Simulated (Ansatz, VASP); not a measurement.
As in VASP and in Ansatz

```
CELL_PARAMETERS angstrom
3.78600 0.00000 0.00000
-1.89300 3.27877 0.00000
0.00000 0.00000 28.00000
ATOMIC_POSITIONS crystal
As 0.33333 0.66667 0.52129
As 0.66667 0.33333 0.47871
```

Alike in both runs: task single point; functional PBE; k mesh 9 × 9 × 1; occupations gaussian, width 0.02 eV; no spin polarisation.

|  | VASP | Ansatz |
| --- | --- | --- |
| version | VASP 6.6.1 | Ansatz 0.2.0 |
| potentials or method | VASP PAW PBE potentials, release 64 (As), cutoff 520 eV | scalar-relativistic, plane waves, PAW |
| valence electrons in the cell | 10 | 30 |

|  | VASP | Ansatz | Ansatz less VASP |
| --- | --- | --- | --- |
| gap on the k mesh at the Fermi level (eV) | 0.17 | 0.23 | +0.059 |
| least direct gap on the mesh (eV) | 0.18 | 0.24 | +0.058 |
| rms of the force components (eV/Å) | 1.077 | 1.023 | -0.0541 |

Atom by atom the forces differ by 0.054 eV/Å (rms over components). With one functional, cell and mesh, what is left measures potentials, basis and numerics. VASP's potentials hold 10 valence electrons a cell and Ansatz's 30, so a difference there can come from the potentials and not from the codes.
